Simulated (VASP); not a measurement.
Wanted: the native input for a VASP 6.6.1 run.

| Property | Result |
| --- | --- |
| Task | single point |
| Functional | LDA |
| Potentials or basis | VASP PAW LDA potentials, release 64 (Bi_d) |
| Cutoff | 520 eV |
| k mesh | 9 × 9 × 9 |
| Occupations | fermi-dirac, width 0.2 eV |
| Spin | no spin polarisation |
| Dipole correction | no |
| Further INCAR settings | ALGO = Normal; EDIFF = 1e-06; NBANDS = 22 |

The structure of Bi lies in POSCAR:

```
Bi
1.0
    2.2451514826      1.2962388128      3.8388382945
   -2.2451514826      1.2962388128      3.8388382945
    0.0000000000     -2.5924776257      3.8388382945
Bi
2
Direct
    0.2371145469      0.2371145469      0.2371145469
    0.7628854531      0.7628854531      0.7628854531
```

One way to write it, as run:

INCAR

```
SYSTEM = Bi
  ALGO = Normal
  EDIFF = 1E-6
  ENCUT = 520
  ISIF = 2
  ISMEAR = -1
  LASPH = .TRUE.
  LCHARG = .FALSE.
  LREAL = .FALSE.
  LWAVE = .FALSE.
  NBANDS = 22
  NELM = 100
  PREC = Accurate
  SIGMA = 0.2
```

KPOINTS

```
k-points
0
G
  9 9 9
  0 0 0
```

Potentials or basis: VASP PAW LDA potentials, release 64 (Bi_d).

Launch:

```console
$ cat potpaw_LDA.64/Bi_d/POTCAR > POTCAR
$ mpirun -np 1 vasp_std > vasp.out
```

It gave:

```
Pressure               : 0.2 GPa
Largest force          : 0.096 eV/Å
Band gap on the k mesh : zero (band 15 reaches 6.64 eV, above the bottom of band 16 at 6.61 eV)
```

Caveat: spin-orbit coupling is left out, which moves the levels of the heavy elements.

Wall time 75 s on 1 thread of Intel(R) Xeon(R) Platinum 8375C CPU @ 2.90GHz (Ice Lake), on a shared host, peak memory 0.23 GiB.
